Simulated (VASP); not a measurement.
# Si2Ni (Fm-3m) in VASP: notebook

The runs below take Si2Ni through relaxation of cell and atoms, with PBE.

Everything below comes from runs of VASP 6.6.1. Logs are shortened: lines on timing, memory, paths and dates and some standing lists are left out, and cuts for length are marked.

**1. The cell of the first run**

It takes space group Fm-3m (No. 225, cubic). Conventional cell: a = 4.942 Å, b = 4.942 Å, c = 4.942 Å, α = 90.00°, β = 90.00°, γ = 90.00°. Si (site symmetry -43m) has 4 Ni at 2.14 Å and 6 Si at 2.47 Å within 2.8 Å. Within 2.8 Å of Ni (site symmetry m-3m) lie 8 Si at 2.14 Å.

**2. Relaxation of cell and atoms, PBE, target pressure 90 GPa, at which the enthalpy is minimised**

Contents of INCAR:

```
PREC = Accurate
ENCUT = 600
EDIFF = 1E-7
ISMEAR = 0
SIGMA = 0.1
LREAL = F
LASPH = T
NELM = 60
ALGO = Normal
ISIF = 3
LWAVE = F
LCHARG = F
GGA = PE
IBRION = 2
NSW = 70
EDIFFG = -0.008
PSTRESS = 900.0
```

Contents of KPOINTS:

```
Automatic mesh
0
Gamma
  14 14 14
```

Contents of POSCAR:

```
Si2Ni
1.0
    0.0000000000      2.4710093339      2.4710093339
    2.4710093339      0.0000000000      2.4710093339
    2.4710093339      2.4710093339      0.0000000000
Si Ni
2 1
Direct
    0.2500000000      0.2500000000      0.2500000000
    0.7500000000      0.7500000000      0.7500000000
    0.0000000000      0.0000000000      0.0000000000
```

Potentials or basis: VASP PAW PBE potentials, release 64 (Si, Ni).

Launch:

```console
> cat potpaw_PBE.64/Si/POTCAR potpaw_PBE.64/Ni/POTCAR > POTCAR
> mpirun -np 1 vasp_std > vasp.out
```

OUTCAR:

```text
PREC = Accurate
   ENCUT = 600
   EDIFF = 1E-7
   ISMEAR = 0
   LREAL = F
   LASPH = T
   NELM = 60
   ISIF = 3
   GGA = PE
   IBRION = 2
   NSW = 70
   EDIFFG = -0.008
   PSTRESS = 900.0

 ion  position               nearest neighbor table
   1  0.250  0.250  0.250-   3 2.14   3 2.14   3 2.14   3 2.14   2 2.47   2 2.47   2 2.47   2 2.47
                             2 2.47   2 2.47
   2  0.750  0.750  0.750-   3 2.14   3 2.14   3 2.14   3 2.14   1 2.47   1 2.47   1 2.47   1 2.47
                             1 2.47   1 2.47
   3  0.000  0.000  0.000-   1 2.14   2 2.14   2 2.14   2 2.14   2 2.14   1 2.14   1 2.14   1 2.14

  LATTYP: Found a face centered cubic cell.
 ALAT       =     4.9420186678

  Lattice vectors:

 A1 = (   0.0000000000,   2.4710093339,   2.4710093339)
 A2 = (   2.4710093339,   0.0000000000,   2.4710093339)
 A3 = (   2.4710093339,   2.4710093339,   0.0000000000)

Analysis of symmetry for initial positions (statically):
=====================================================================
 Subroutine PRICEL returns:
 Original cell was already a primitive cell.

 Routine SETGRP: Setting up the symmetry group for a
 face centered cubic supercell.

 Subroutine GETGRP returns: Found 48 space group operations
 (whereof 48 operations were pure point group operations)
 out of a pool of 48 trial point group operations.

The static configuration has the point symmetry O_h .

Analysis of symmetry for dynamics (positions and initial velocities):
=====================================================================
 Subroutine PRICEL returns:
 Original cell was already a primitive cell.

 Routine SETGRP: Setting up the symmetry group for a
 face centered cubic supercell.

 Subroutine GETGRP returns: Found 48 space group operations
 (whereof 48 operations were pure point group operations)
 out of a pool of 48 trial point group operations.

The dynamic configuration has the point symmetry O_h .

 Subroutine INISYM returns: Found 48 space group operations
 (whereof 48 operations are pure point group operations),
 and found     1 'primitive' translations

----------------------------------------------------------------------------------------

                                     Primitive cell

  volume of cell :      30.1754

  direct lattice vectors                    reciprocal lattice vectors
     0.000000000  2.471009334  2.471009334    -0.202346464  0.202346464  0.202346464
     2.471009334  0.000000000  2.471009334     0.202346464 -0.202346464  0.202346464
     2.471009334  2.471009334  0.000000000     0.202346464  0.202346464 -0.202346464

  length of vectors
     3.494534913  3.494534913  3.494534913     0.350474356  0.350474356  0.350474356

  position of ions in fractional coordinates (direct lattice)
     0.250000000  0.250000000  0.250000000
     0.750000000  0.750000000  0.750000000
     0.000000000  0.000000000  0.000000000

  ion indices of the primitive-cell ions
   primitive index   ion index
                 1           1
                 2           2
                 3           3

----------------------------------------------------------------------------------------

 KPOINTS: Automatic mesh

Automatic generation of k-mesh.
 Grid dimensions read from file:
 generate k-points for:   14   14   14

 Generating k-lattice:

  Cartesian coordinates                     Fractional coordinates (reciprocal lattice)
    -0.014453319  0.014453319  0.014453319     0.071428571  0.000000000  0.000000000
     0.014453319 -0.014453319  0.014453319     0.000000000  0.071428571  0.000000000
     0.014453319  0.014453319 -0.014453319     0.000000000  0.000000000  0.071428571

  Length of vectors
     0.025033883  0.025033883  0.025033883

  Shift w.r.t. Gamma in fractional coordinates (k-lattice)
     0.000000000  0.000000000  0.000000000

 Subroutine IBZKPT returns following result:
 ===========================================

 Found    104 irreducible k-points:

 Following reciprocal coordinates:
            Coordinates               Weight
  0.000000  0.000000  0.000000      1.000000
  0.071429  0.000000  0.000000      8.000000
  0.142857  0.000000  0.000000      8.000000
  0.214286  0.000000  0.000000      8.000000
  0.285714  0.000000  0.000000      8.000000
  0.357143  0.000000  0.000000      8.000000
[... 16 lines left out ...]
  0.214286  0.142857  0.000000     24.000000
  0.285714  0.142857  0.000000     24.000000
 [... further k-points ...]
   k-points           NKPTS =    104   k-points in BZ     NKDIM =    104   number of bands    NBANDS=     13
   number of dos      NEDOS =    301   number of ions     NIONS =      3
   total plane-waves  NPLWV =  21952
   dimension x,y,z NGX =    28 NGY =   28 NGZ =   28
   dimension x,y,z NGXF=    56 NGYF=   56 NGZF=   56
   ions per type =               2   1
   NGX,Y,Z   is equivalent  to a cutoff of  13.32, 13.32, 13.32 a.u.
   NGXF,Y,Z  is equivalent  to a cutoff of  26.64, 26.64, 26.64 a.u.
 SYSTEM =  unknown system
   PREC   = accura    normal or accurate (medium, high low for compatibility)
   ISTART =      0    job   : 0-new  1-cont  2-samecut
   ICHARG =      2    charge: 1-file 2-atom 10-const
   ISPIN  =      1    spin polarized calculation?
   LNONCOLLINEAR =      F non collinear calculations
   LSORBIT =      F    spin-orbit coupling
   LASPH  =      T    aspherical Exc in radial PAW
   ENCUT  =  600.0 eV  44.10 Ry    6.64 a.u.   6.98  6.98  6.98*2*pi/ulx,y,z
   NELM   =     60;   NELMIN=  2; NELMDL= -5     # of ELM steps
   EDIFF  = 0.1E-06   stopping-criterion for ELM
   LREAL  =      F    real-space projection
   EDIFFG = -.8E-02   stopping-criterion for IOM
   NSW    =     70    number of steps for IOM
   IBRION =      2    ionic relax: 0-MD 1-quasi-New 2-CG
   NFREE  =      1    steps in history (QN), initial steepest desc. (CG)
   ISIF   =      3    stress and relaxation
   ISYM   =      2    0-nonsym 1-usesym 2-fastsym
   POTIM  = 0.5000    time-step for ionic-motion
   TEBEG  =    0.0;   TEEND  =   0.0 temperature during run
   PSTRESS=  900.0 pullay stress
   NELECT =      18.0000    total number of electrons
   NUPDOWN=      -1.0000    fix difference up-down
   EMIN   =  10.00;   EMAX   =-10.00  energy-range for DOS
   EFERMI =   0.00;   METHOD = LEGACY
   ISMEAR =     0;   SIGMA  =   0.10  broadening in eV -4-tet -1-fermi 0-gaus
   EFERMI_NEDOS =   21; number of points for ismear=-14 and -15
   IALGO  =     38    algorithm
   IMIX   =      4    mixing-type and parameters
     AMIX     =   0.40;   BMIX     =  1.00
     AMIX_MAG =   1.60;   BMIX_MAG =  1.00
  volume/ion in A,a.u.               =      10.06        67.88
  Fermi-wavevector in a.u.,A,eV,Ry     =   1.378102  2.604235 25.839701  1.899164
  Thomas-Fermi vector in A             =   2.503194
   LORBIT       =      0    0 simple, 1 ext, 2 COOP (PROOUT), +10 PAW based schemes
   GGA     = PE    functional components
   LHFCALC =     F    Hartree Fock is set to
   AEXX    =    0.0000 exact exchange contribution
   IVDW    =     0    specifies the selected vdW correction
   LEPSILON=     F    determine dielectric tensor
   LRPA    =     F    only Hartree local field effects (RPA)
 conjugate gradient relaxation of ions
 non-spin polarized calculation
 Gauss-broadening in eV      SIGMA  =   0.10
  energy-cutoff  :      600.00
  volume of cell :       30.18
 maximum number of plane-waves:      1022
   NGX = 13   NGY = 13   NGZ = 13

--------------------------------------- Ionic step        1  -------------------------------------------

 number of electron      18.0000009 magnetization

 Free energy of the ion-electron system (eV)
  ---------------------------------------------------
  ext. energy  EPLUGINS =         0.00000000
  ---------------------------------------------------
  free energy    TOTEN  =       -15.37813414 eV

  energy without entropy =      -15.37396376  energy(sigma->0) =      -15.37604895

------------------------ aborting loop because EDIFF is reached ----------------------------------------

  FORCE on cell =-STRESS in cart. coord.  units (eV):
  Direction    XX          YY          ZZ          XY          YZ          ZX
  --------------------------------------------------------------------------------------
  -------------------------------------------------------------------------------------
  Total       15.5089132     15.5089132     15.5089132      0.0000000      0.0000000     -0.0000000
  in kB      823.4529592    823.4529592    823.4529592      0.0000000      0.0000000     -0.0000000
  external PRESSURE =     -76.5470408 kB  Pullay stress =     900.0000000 kB

 VOLUME and BASIS-vectors are now :
 -----------------------------------------------------------------------------
  energy-cutoff  :      600.00
  volume of cell :       30.18
      direct lattice vectors                 reciprocal lattice vectors
     0.000000000  2.471009334  2.471009334    -0.202346464  0.202346464  0.202346464
     2.471009334  0.000000000  2.471009334     0.202346464 -0.202346464  0.202346464
     2.471009334  2.471009334  0.000000000     0.202346464  0.202346464 -0.202346464
[... 87 lines left out ...]
  FREE ENERGIE OF THE ION-ELECTRON SYSTEM (eV)
  ---------------------------------------------------
  free  energy   TOTEN  =       -15.1284230597 eV

  energy  without entropy=      -15.1241298967  energy(sigma->0) =      -15.12627648

  enthalpy is  TOTEN    =         1.5609465506 eV   P V=       16.6893696103

--------------------------------------- Ionic step        4  -------------------------------------------

 number of electron      18.0000008 magnetization

 Free energy of the ion-electron system (eV)
  ---------------------------------------------------
  ext. energy  EPLUGINS =         0.00000000
  ---------------------------------------------------
  free energy    TOTEN  =       -15.12131220 eV

  energy without entropy =      -15.11701712  energy(sigma->0) =      -15.11916466

 E-fermi :  15.5854     XC(G=0): -12.9553

 val. band max:       15.5700244956   @ k =  -0.4286   0.5000   0.0714
 cond. band min:      15.5862076613   @ k =   0.0714   0.0714   0.0000
 fundamental gap:      0.0161831657
 Fermi energy:        15.5854233763

 k-point     1 :       0.0000    0.0000    0.0000
  band No.  band energies     occupation
      1      -1.6112      2.00000
      2       7.8626      2.00000
      3       7.8626      2.00000
      4       7.8626      2.00000
      5       9.8136      2.00000
      6       9.8136      2.00000
      7      16.8513      0.00000
      8      16.8513      0.00000
      9      16.8513      0.00000
     10      17.3957      0.00000
     11      17.3957      0.00000
     12      17.3957      0.00000
     13      17.6148      0.00000

 k-point     2 :       0.0714    0.0000    0.0000
  band No.  band energies     occupation
      1      -1.5175      2.00000
      2       7.7516      2.00000
      3       7.8931      2.00000
      4       7.8931      2.00000
      5       9.7939      2.00000
      6       9.7939      2.00000
      7      15.3460      1.99929
      8      16.3269      0.00000
      9      16.3269      0.00000
     10      17.5159      0.00000
     11      18.0085      0.00000
[... 339 lines left out ...]
 k-point    24 :       0.2857    0.1429    0.0000
  band No.  band energies     occupation
      1      -0.2576      2.00000
      2       6.6425      2.00000
      3       8.1136      2.00000
      4       8.1243      2.00000
      5       9.1744      2.00000
      6      10.0360      2.00000
      7      11.6993      2.00000
      8      13.1155      2.00000
      9      14.1945      2.00000
     10      16.2111      0.00000
     11      17.9285      0.00000
     12      19.8052      0.00000
     13      20.2297      0.00000

 [... further k-points ...]

------------------------ aborting loop because EDIFF is reached ----------------------------------------

  FORCE on cell =-STRESS in cart. coord.  units (eV):
  Direction    XX          YY          ZZ          XY          YZ          ZX
  --------------------------------------------------------------------------------------
  -------------------------------------------------------------------------------------
  Total       16.6936441     16.6936441     16.6936441      0.0000000     -0.0000000     -0.0000000
  in kB      900.6145414    900.6145414    900.6145414      0.0000000     -0.0000000     -0.0000000
  external PRESSURE =       0.6145414 kB  Pullay stress =     900.0000000 kB

 VOLUME and BASIS-vectors are now :
 -----------------------------------------------------------------------------
  energy-cutoff  :      600.00
  volume of cell :       29.70
      direct lattice vectors                 reciprocal lattice vectors
     0.000000000  2.457900291  2.457900291    -0.203425665  0.203425665  0.203425665
     2.457900291  0.000000000  2.457900291     0.203425665 -0.203425665  0.203425665
     2.457900291  2.457900291  0.000000000     0.203425665  0.203425665 -0.203425665

 POSITION                                       TOTAL-FORCE (eV/Angst)
 -----------------------------------------------------------------------------------
      1.22895      1.22895      1.22895        -0.000000     -0.000000     -0.000000
      3.68685      3.68685      3.68685         0.000000      0.000000      0.000000
      2.45790      4.91580      2.45790        -0.000000     -0.000000     -0.000000
 -----------------------------------------------------------------------------------
    total drift:                                0.000000      0.000000      0.000000

  FREE ENERGIE OF THE ION-ELECTRON SYSTEM (eV)
  ---------------------------------------------------
  free  energy   TOTEN  =       -15.1213121997 eV

  energy  without entropy=      -15.1170171240  energy(sigma->0) =      -15.11916466

  enthalpy is  TOTEN    =         1.5609408911 eV   P V=       16.6822530908

 reached required accuracy - stopping structural energy minimisation
```

It took 1.8 min on 1 thread of Intel Xeon Platinum 8488C (Sapphire Rapids), shared host; peak memory 0.2 GiB.

Results:

* Free energy: -15.1213 eV
* Relaxed volume: 9.90 Å³/atom
* Relaxed cell: a = 3.476 Å, b = 3.476 Å, c = 3.476 Å, α = 60.00°, β = 60.00°, γ = 60.00°
* Space group after relaxing (to 0.1 Å): Fm-3m (No. 225)
* Energy change on relaxing (the run minimises the enthalpy): +85.6 meV/atom
* Ionic steps: 4
* Pressure after relaxing: 90.1 GPa
* Band gap on the k mesh: zero (bands 9 and 10 overlap by 1.57 eV)

Step by step:
```tsv
step	energy change (eV)	largest force (eV/Å)	pressure (GPa)	volume (Å³)
1	0.0000	0.0000	82.35	30.18
2	1.2802	0.0000	119.69	28.12
3	0.2497	0.0000	89.78	29.71
4	0.2568	0.0000	90.06	29.70
```

Final structure:
```yaml
crystal:
  lattice:
    - [0.00000, 2.45790, 2.45790]
    - [2.45790, 0.00000, 2.45790]
    - [2.45790, 2.45790, 0.00000]
  atoms:
    - { symbol: Si, position: [0.25000, 0.25000, 0.25000] }
    - { symbol: Si, position: [0.75000, 0.75000, 0.75000] }
    - { symbol: Ni, position: [0.00000, 0.00000, 0.00000] }
```

Levels at points of the mesh, in eV from the Fermi level:
| k point | band 5 | band 6 | band 7 | band 8 | band 9 | band 10 | band 11 | band 12 | band 13 |
| --- | --- | --- | --- | --- | --- | --- | --- | --- | --- |
| (0.00, 0.00, 0.00) | -5.77 | -5.77 | 1.27 | 1.27 | 1.27 | 1.81 | 1.81 | 1.81 | 2.03 |
| (0.50, 0.00, 0.00) | -5.70 | -5.44 | -5.44 | -2.56 | -2.56 | 1.56 | 1.56 | 1.81 | 4.21 |
| (0.50, 0.50, 0.00) | -6.35 | -5.73 | -5.73 | -5.46 | -5.10 | -0.25 | 0.36 | 7.11 | 10.53 |

Caveat: the cell is relaxed towards a set pressure, so the run minimises the enthalpy, not the energy. Spin polarisation is off, so any magnetic state and its effect on volume and gap are missing.

(Part 1 of 3 ends here.)
